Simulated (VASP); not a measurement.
# AgPbF2 (P-3m1) in VASP: relaxation of cell and atoms with PBE

Aim: the relaxation of cell and atoms of AgPbF2 with PBE.

Everything below comes from runs of VASP 6.6.1. Logs are shortened: lines on timing, memory, paths and dates and some standing lists are left out, and cuts for length are marked.

**1. The cell of the first run**

Symmetry: P-3m1, No. 164, trigonal system. The conventional cell has a = 3.382 Å, b = 3.382 Å, c = 7.214 Å, α = 90.00°, β = 90.00°, γ = 120.00°. Within 3.4 Å of Ag (site symmetry -3m) lie 6 F at 2.54 Å and 6 Ag at 3.38 Å. Pb (site symmetry -3m) has 6 F at 2.78 Å and 6 Pb at 3.38 Å and 2 Ag at 3.61 Å within 3.7 Å. Within 3.4 Å of F (site symmetry 3m) lie 3 Ag at 2.54 Å and 3 Pb at 2.78 Å and 6 F at 3.38 Å.

**2. Relaxation of cell and atoms, PBE**

File INCAR:

```
PREC     = Accurate       # precision mode
ENCUT    = 600            # plane-wave cutoff, eV
EDIFF    = 1E-6           # SCF threshold, eV
ISMEAR   = 0              # smearing method
SIGMA    = 0.1            # smearing width, eV
LREAL    = False          # projectors in reciprocal space
LASPH    = True           # aspherical terms in the spheres
NELM     = 100            # most SCF steps
ALGO     = Normal         # electronic algorithm
ISIF     = 3              # what is computed and relaxed
LWAVE    = False          # write WAVECAR
LCHARG   = False          # write CHGCAR
GGA      = PE             # functional
IBRION   = 2              # ionic algorithm
NSW      = 100            # ionic steps
EDIFFG   = -0.01          # ionic threshold
```

File KPOINTS:

```
Automatic mesh
0
Gamma
  15 15 8
```

File POSCAR:

```
AgPbF2
1.0
    3.3819531325      0.0000000000      0.0000000000
   -1.6909765662      2.9288573271      0.0000000000
    0.0000000000      0.0000000000      7.2136364575
Ag Pb F
1 1 2
Direct
    0.0000000000      0.0000000000      0.0000000000
    0.0000000000      0.0000000000      0.5000000000
    0.3333333333      0.6666666667      0.7746369454
    0.6666666667      0.3333333333      0.2253630546
```

Potentials or basis: VASP PAW PBE potentials, release 64 (Ag, Pb_d, F).

Launch:

```console
> cat potpaw_PBE.64/Ag/POTCAR potpaw_PBE.64/Pb_d/POTCAR potpaw_PBE.64/F/POTCAR > POTCAR
> mpirun -np 1 vasp_std > vasp.out
```

OUTCAR:

```text
PREC = Accurate
   ENCUT = 600
   EDIFF = 1E-6
   ISMEAR = 0
   LREAL = False
   LASPH = True
   NELM = 100
   ISIF = 3
   GGA = PE
   IBRION = 2
   NSW = 100
   EDIFFG = -0.01

 ion  position               nearest neighbor table
   1  0.000  0.000  0.000-   3 2.54   4 2.54   3 2.54   4 2.54   4 2.54   3 2.54   2 3.61   2 3.61

   2  0.000  0.000  0.500-   3 2.78   4 2.78   3 2.78   4 2.78   4 2.78   3 2.78   1 3.61   1 3.61

   3  0.333  0.667  0.775-   1 2.54   1 2.54   1 2.54   2 2.78   2 2.78   2 2.78
   4  0.667  0.333  0.225-   1 2.54   1 2.54   1 2.54   2 2.78   2 2.78   2 2.78

  LATTYP: Found a hexagonal cell.
 ALAT       =     3.3819531325
 C/A-ratio  =     2.1329794278

  Lattice vectors:

 A1 = (   3.3819531325,   0.0000000000,   0.0000000000)
 A2 = (  -1.6909765662,   2.9288573271,   0.0000000000)
 A3 = (   0.0000000000,   0.0000000000,   7.2136364575)

Analysis of symmetry for initial positions (statically):
=====================================================================
 Subroutine PRICEL returns:
 Original cell was already a primitive cell.

 Routine SETGRP: Setting up the symmetry group for a
 hexagonal supercell.

 Subroutine GETGRP returns: Found 12 space group operations
 (whereof 12 operations were pure point group operations)
 out of a pool of 24 trial point group operations.

The static configuration has the point symmetry D_3d.

Analysis of symmetry for dynamics (positions and initial velocities):
=====================================================================
 Subroutine PRICEL returns:
 Original cell was already a primitive cell.

 Routine SETGRP: Setting up the symmetry group for a
 hexagonal supercell.

 Subroutine GETGRP returns: Found 12 space group operations
 (whereof 12 operations were pure point group operations)
 out of a pool of 24 trial point group operations.

The dynamic configuration has the point symmetry D_3d.

 Subroutine INISYM returns: Found 12 space group operations
 (whereof 12 operations are pure point group operations),
 and found     1 'primitive' translations

----------------------------------------------------------------------------------------

                                     Primitive cell

  volume of cell :      71.4529

  direct lattice vectors                    reciprocal lattice vectors
     3.381953133  0.000000000  0.000000000     0.295687125  0.170715041  0.000000000
    -1.690976566  2.928857327  0.000000000     0.000000000  0.341430083  0.000000000
     0.000000000  0.000000000  7.213636457     0.000000000  0.000000000  0.138626337

  length of vectors
     3.381953133  3.381953132  7.213636457     0.341430083  0.341430083  0.138626337

  position of ions in fractional coordinates (direct lattice)
     0.000000000  0.000000000  0.000000000
     0.000000000  0.000000000  0.500000000
     0.333333333  0.666666667  0.774636945
     0.666666667  0.333333333  0.225363055

  ion indices of the primitive-cell ions
   primitive index   ion index
                 1           1
                 2           2
                 3           3
                 4           4

----------------------------------------------------------------------------------------

 KPOINTS: Automatic mesh

Automatic generation of k-mesh.
 Grid dimensions read from file:
 generate k-points for:   15   15    8

 Generating k-lattice:

  Cartesian coordinates                     Fractional coordinates (reciprocal lattice)
     0.019712475  0.011381003  0.000000000     0.066666667  0.000000000  0.000000000
     0.000000000  0.022762006  0.000000000     0.000000000  0.066666667  0.000000000
     0.000000000  0.000000000  0.017328292     0.000000000  0.000000000  0.125000000

  Length of vectors
     0.022762006  0.022762006  0.017328292

  Shift w.r.t. Gamma in fractional coordinates (k-lattice)
     0.000000000  0.000000000  0.000000000

 Subroutine IBZKPT returns following result:
 ===========================================

 Found    192 irreducible k-points:

 Following reciprocal coordinates:
            Coordinates               Weight
  0.000000  0.000000  0.000000      1.000000
  0.066667  0.000000  0.000000      6.000000
  0.133333  0.000000  0.000000      6.000000
  0.200000  0.000000  0.000000      6.000000
  0.266667  0.000000  0.000000      6.000000
  0.333333  0.000000  0.000000      6.000000
[... 16 lines left out ...]
  0.333333  0.200000  0.000000     12.000000
  0.400000  0.200000  0.000000      6.000000
 [... further k-points ...]
   k-points           NKPTS =    192   k-points in BZ     NKDIM =    192   number of bands    NBANDS=     23
   number of dos      NEDOS =    301   number of ions     NIONS =      4
   total plane-waves  NPLWV =  47040
   dimension x,y,z NGX =    28 NGY =   28 NGZ =   60
   dimension x,y,z NGXF=    56 NGYF=   56 NGZF=  120
   ions per type =               1   1   2
   NGX,Y,Z   is equivalent  to a cutoff of  13.76, 13.76, 13.83 a.u.
   NGXF,Y,Z  is equivalent  to a cutoff of  27.53, 27.53, 27.66 a.u.
 SYSTEM =  unknown system
   PREC   = accura    normal or accurate (medium, high low for compatibility)
   ISTART =      0    job   : 0-new  1-cont  2-samecut
   ICHARG =      2    charge: 1-file 2-atom 10-const
   ISPIN  =      1    spin polarized calculation?
   LNONCOLLINEAR =      F non collinear calculations
   LSORBIT =      F    spin-orbit coupling
   LASPH  =      T    aspherical Exc in radial PAW
   ENCUT  =  600.0 eV  44.10 Ry    6.64 a.u.   6.75  6.75 14.41*2*pi/ulx,y,z
   NELM   =    100;   NELMIN=  2; NELMDL= -5     # of ELM steps
   EDIFF  = 0.1E-05   stopping-criterion for ELM
   LREAL  =      F    real-space projection
   EDIFFG = -.1E-01   stopping-criterion for IOM
   NSW    =    100    number of steps for IOM
   IBRION =      2    ionic relax: 0-MD 1-quasi-New 2-CG
   NFREE  =      1    steps in history (QN), initial steepest desc. (CG)
   ISIF   =      3    stress and relaxation
   ISYM   =      2    0-nonsym 1-usesym 2-fastsym
   POTIM  = 0.5000    time-step for ionic-motion
   TEBEG  =    0.0;   TEEND  =   0.0 temperature during run
   PSTRESS=    0.0 pullay stress
   NELECT =      39.0000    total number of electrons
   NUPDOWN=      -1.0000    fix difference up-down
   EMIN   =  10.00;   EMAX   =-10.00  energy-range for DOS
   EFERMI =   0.00;   METHOD = LEGACY
   ISMEAR =     0;   SIGMA  =   0.10  broadening in eV -4-tet -1-fermi 0-gaus
   EFERMI_NEDOS =   21; number of points for ismear=-14 and -15
   IALGO  =     38    algorithm
   IMIX   =      4    mixing-type and parameters
     AMIX     =   0.40;   BMIX     =  1.00
     AMIX_MAG =   1.60;   BMIX_MAG =  1.00
  volume/ion in A,a.u.               =      17.86       120.55
  Fermi-wavevector in a.u.,A,eV,Ry     =   1.337898  2.528261 24.354036  1.789971
  Thomas-Fermi vector in A             =   2.466411
   LORBIT       =      0    0 simple, 1 ext, 2 COOP (PROOUT), +10 PAW based schemes
   GGA     = PE    functional components
   LHFCALC =     F    Hartree Fock is set to
   AEXX    =    0.0000 exact exchange contribution
   IVDW    =     0    specifies the selected vdW correction
   LEPSILON=     F    determine dielectric tensor
   LRPA    =     F    only Hartree local field effects (RPA)
 conjugate gradient relaxation of ions
 non-spin polarized calculation
 Gauss-broadening in eV      SIGMA  =   0.10
  energy-cutoff  :      600.00
  volume of cell :       71.45
 maximum number of plane-waves:      2406
   NGX = 13   NGY = 13   NGZ = 29

--------------------------------------- Ionic step        1  -------------------------------------------

 number of electron      39.0000001 magnetization

 Free energy of the ion-electron system (eV)
  ---------------------------------------------------
  ext. energy  EPLUGINS =         0.00000000
  ---------------------------------------------------
  free energy    TOTEN  =       -14.68643748 eV

  energy without entropy =      -14.68223791  energy(sigma->0) =      -14.68433770

------------------------ aborting loop because EDIFF is reached ----------------------------------------

  FORCE on cell =-STRESS in cart. coord.  units (eV):
  Direction    XX          YY          ZZ          XY          YZ          ZX
  --------------------------------------------------------------------------------------
  -------------------------------------------------------------------------------------
  Total       -0.2979355     -0.2979355      0.1066350     -0.0000000     -0.0000000      0.0000000
  in kB       -6.6805579     -6.6805579      2.3910602     -0.0000000     -0.0000000      0.0000000
  external PRESSURE =      -3.6566852 kB  Pullay stress =       0.0000000 kB
[... 175 lines left out ...]
  energy  without entropy=      -14.6875403762  energy(sigma->0) =      -14.68921509

--------------------------------------- Ionic step        6  -------------------------------------------

 number of electron      39.0000000 magnetization

 Free energy of the ion-electron system (eV)
  ---------------------------------------------------
  ext. energy  EPLUGINS =         0.00000000
  ---------------------------------------------------
  free energy    TOTEN  =       -14.69096774 eV

  energy without entropy =      -14.68757444  energy(sigma->0) =      -14.68927109

 E-fermi :   4.8409     XC(G=0): -10.1949

 val. band max:        4.8312329426   @ k =   0.0667   0.0667   0.2500
 cond. band min:       4.8572700645   @ k =   0.1333   0.0667   0.5000
 fundamental gap:      0.0260371219
 Fermi energy:         4.8408862483

 k-point     1 :       0.0000    0.0000    0.0000
  band No.  band energies     occupation
      1     -18.0369      2.00000
      2     -17.9624      2.00000
      3     -12.4876      2.00000
      4     -12.3722      2.00000
      5     -12.3722      2.00000
      6     -12.1855      2.00000
[... 613 lines left out ...]
     22       8.6492      0.00000
     23       9.7633      0.00000

 [... further k-points ...]

------------------------ aborting loop because EDIFF is reached ----------------------------------------

  FORCE on cell =-STRESS in cart. coord.  units (eV):
  Direction    XX          YY          ZZ          XY          YZ          ZX
  --------------------------------------------------------------------------------------
  -------------------------------------------------------------------------------------
  Total        0.0080589      0.0080589      0.0088973      0.0000000      0.0000000      0.0000000
  in kB        0.1825564      0.1825564      0.2015468      0.0000000      0.0000000      0.0000000
  external PRESSURE =       0.1888865 kB  Pullay stress =       0.0000000 kB
[... 19 lines left out ...]
  FREE ENERGIE OF THE ION-ELECTRON SYSTEM (eV)
  ---------------------------------------------------
  free  energy   TOTEN  =       -14.6909677377 eV

  energy  without entropy=      -14.6875744447  energy(sigma->0) =      -14.68927109

 reached required accuracy - stopping structural energy minimisation
```

Run time: 17 min. Hardware: 1 thread of Intel Xeon Platinum 8488C (Sapphire Rapids), shared host; peak memory 0.53 GiB.

What came out:

```yaml
Free_energy: -14.6910 eV
Relaxed_volume: 17.68 Å³/atom
Relaxed_cell: a = 3.348 Å, b = 3.348 Å, c = 7.286 Å, α = 90.00°, β = 90.00°, γ = 120.00°
Space_group_after_relaxing_to_0.05_Å: P-3m1 (No. 164)
Energy_gained_by_relaxing: 1.1 meV/atom
Ionic_steps: 6
Pressure_after_relaxing: 0.0 GPa
Largest_force_after_relaxing: 0.004 eV/Å
```

Forces on the atoms (eV/Å):
```
Ag   0.000  0.000  0.000
Pb   0.000  0.000  0.000
F    0.000  0.000 -0.004
F    0.000  0.000  0.004
```

The path:
```
step  energy change (eV)  largest force (eV/Å)  pressure (GPa)  volume (Å³)
   1              0.0000                0.0705           -0.37        71.45
   2             -0.0022                0.0537           -0.07        71.03
   3             -0.0034                0.0205            0.42        70.34
   4             -0.0045                0.0105            0.13        70.58
   5             -0.0045                0.0110            0.11        70.58
   6             -0.0045                0.0037            0.02        70.73
```

Final structure:
```cif
data_structure
_symmetry_space_group_name_H-M 'P 1'
_symmetry_Int_Tables_number 1
_cell_length_a 3.3479
_cell_length_b 3.3479
_cell_length_c 7.2865
_cell_angle_alpha 90.000
_cell_angle_beta 90.000
_cell_angle_gamma 120.000
_cell_volume 70.73
loop_
_atom_site_label
_atom_site_type_symbol
_atom_site_fract_x
_atom_site_fract_y
_atom_site_fract_z
_atom_site_occupancy
Ag1 Ag 0.00000 0.00000 0.00000 1
Pb1 Pb 0.00000 0.00000 0.50000 1
F1 F 0.33333 0.66667 0.77635 1
F2 F 0.66667 0.33333 0.22365 1
```

Levels at points of the mesh, in eV from the Fermi level:
```csv
k point,band 17,band 18,band 19,band 20,band 21,band 22
"(0.00, 0.00, 0.00)",-2.67,-1.87,-1.87,0.77,0.92,8.09
"(0.00, 0.00, 0.50)",-2.68,-1.88,-1.88,-1.05,3.51,5.51
```

Caveat: spin-orbit coupling is left out, which moves the levels of the heavy elements; an odd number of electrons without spin polarisation forces a metal; a magnetic or distorted state may lie lower.
